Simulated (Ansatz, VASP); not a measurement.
# One calculation of Li5NbO5, two programs

```
Li Nb O
1.0
     4.82379   -2.00381    0.00321
     4.82380    2.00381    0.00321
    -1.86026    0.00000    5.46837
Li Nb O
5 1 5
Cartesian
  6.2228 0.0000 1.8817
  5.0582 0.0000 4.7185
  -0.9301 0.0001 2.7342
  2.7291 0.0000 0.7564
  1.5645 0.0000 3.5931
  0.0000 -0.0003 0.0000
  7.9119 0.0000 0.9560
  6.8584 0.0001 3.7333
  4.8238 0.0000 0.0032
  0.9289 0.0001 1.7415
  -0.1245 0.0000 4.5189
```

Change from the starting cell: atom 1 moved 1.20 Å; relaxed back.

Alike in both runs: functional PBEsol; k mesh 6 × 6 × 4; occupations gaussian, width 0.05 eV; no spin polarisation.

Ansatz relaxed the structure, and its values are those at the end. VASP's run is a single point on that final structure, the one shown.

|  | VASP | Ansatz |
| --- | --- | --- |
| version | VASP 6.6.1 | Ansatz 0.2.0 |
| potentials or method | VASP PAW PBE potentials, release 64 (Li_sv, Nb_sv, O), cutoff 520 eV | scalar-relativistic, plane waves, PAW |
| valence electrons in the cell | 58 | 58 |

Ansatz gave:

* gap on the k mesh at the Fermi level (eV): 3.19
* least direct gap on the mesh (eV): 3.23
* rms of the force components (eV/Å): 0.001

Task: What did VASP give for the same quantities?

Result: gap on the k mesh at the Fermi level (eV): 3.18; least direct gap on the mesh (eV): 3.21; rms of the force components (eV/Å): 0.011.

VASP's potentials were made for PBE, not for PBEsol. With one functional, cell and mesh, what is left measures potentials, basis and numerics.

Noted on VASP's run: the cutoff is under 1.25 times that of the potentials, so the pressure is a little rough.
